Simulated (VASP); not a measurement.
Wanted: the native input for a VASP 6.6.1 run.

```
Task                   : single point
Functional             : r2SCAN
Potentials or basis    : VASP PAW PBE potentials, release 64 (H, B, Co)
Cutoff                 : 520 eV
k mesh                 : 8 × 8 × 3
Occupations            : fermi-dirac, width 0.0318 eV
Spin                   : no spin polarisation
Dipole correction      : no
Further INCAR settings : ALGO = Normal; EDIFF = 1e-06; NBANDS = 34
```

Crystal: CoB3H3.

```
H B Co
1.0
     2.76579    0.00000    0.00000
     1.38290   -3.67058    0.00000
     0.00000    0.00000   -9.35122
H B Co
6 6 2
Direct
  0.21010 0.57980 0.89360
  0.78990 0.42020 0.39360
  0.78990 0.42020 0.10640
  0.21010 0.57980 0.60640
  0.50000 0.00000 0.75000
  0.50000 0.00000 0.25000
  0.90710 0.18580 0.88640
  0.09290 0.81420 0.38640
  0.09290 0.81420 0.11360
  0.90710 0.18580 0.61360
  0.79530 0.40940 0.75000
  0.20470 0.59060 0.25000
  0.50000 0.00000 0.00000
  0.50000 0.00000 0.50000
```

One way to write it, as run:

POSCAR

```
CoB3H3
1.0
    2.7657910000      0.0000000000      0.0000000000
    1.3828960000     -3.6705790000      0.0000000000
    0.0000000000      0.0000000000     -9.3512160000
H B Co
6 6 2
Direct
    0.2101000000      0.5798000000      0.8936000000
    0.7899000000      0.4202000000      0.3936000000
    0.7899000000      0.4202000000      0.1064000000
    0.2101000000      0.5798000000      0.6064000000
    0.5000000000      0.0000000000      0.7500000000
    0.5000000000      0.0000000000      0.2500000000
    0.9071000000      0.1858000000      0.8864000000
    0.0929000000      0.8142000000      0.3864000000
    0.0929000000      0.8142000000      0.1136000000
    0.9071000000      0.1858000000      0.6136000000
    0.7953000000      0.4094000000      0.7500000000
    0.2047000000      0.5906000000      0.2500000000
    0.5000000000      0.0000000000      0.0000000000
    0.5000000000      0.0000000000      0.5000000000
```

INCAR.step1

```
ALGO     = Normal         # electronic algorithm
EDIFF    = 1E-4           # SCF threshold, eV
ENCUT    = 520            # plane-wave cutoff, eV
GGA      = PE             # functional
ISMEAR   = -1             # smearing method
LASPH    = T              # aspherical terms in the spheres
LCHARG   = F              # write CHGCAR
LREAL    = F              # projectors in reciprocal space
LWAVE    = T              # write WAVECAR
NBANDS   = 34             # bands
NELM     = 100            # most SCF steps
PREC     = Accurate       # precision mode
SIGMA    = 0.0318         # smearing width, eV
```

INCAR.step2

```
ALGO     = Normal         # electronic algorithm
EDIFF    = 1E-6           # SCF threshold, eV
ENCUT    = 520            # plane-wave cutoff, eV
ISIF     = 2              # what is computed and relaxed
ISMEAR   = -1             # smearing method
ISTART   = 1            
LASPH    = T              # aspherical terms in the spheres
LCHARG   = F              # write CHGCAR
LMIXTAU  = T            
LREAL    = F              # projectors in reciprocal space
LWAVE    = F              # write WAVECAR
METAGGA  = R2SCAN         # meta-GGA
NBANDS   = 34             # bands
NELM     = 100            # most SCF steps
PREC     = Accurate       # precision mode
SIGMA    = 0.0318         # smearing width, eV
```

KPOINTS

```
k-points
0
Gamma
  8 8 3
```

Potentials or basis: VASP PAW PBE potentials, release 64 (H, B, Co).

The run is started by

```bash
$ cat potpaw_PBE.64/H/POTCAR potpaw_PBE.64/B/POTCAR potpaw_PBE.64/Co/POTCAR > POTCAR
$ cp INCAR.step1 INCAR
$ mpirun -np 1 vasp_std > vasp.out
$ cp INCAR.step2 INCAR
$ mpirun -np 1 vasp_std > vasp.out
```

Results of the run:

```yaml
Pressure: 13.2 GPa
Largest_force: 3.576 eV/Å
Band_gap_on_the_k_mesh: zero (bands 21 and 22 overlap by 0.86 eV)
```

Caveat: the stress differs along the axes, from 1 to 29 GPa; the PAW data sets were made with another functional, which shifts forces and pressure a little; the run has no spin polarisation, though such a crystal can be magnetic.

Wall time 18 min on 1 thread of AMD EPYC 7R13, on a shared host, peak memory 0.27 GiB.
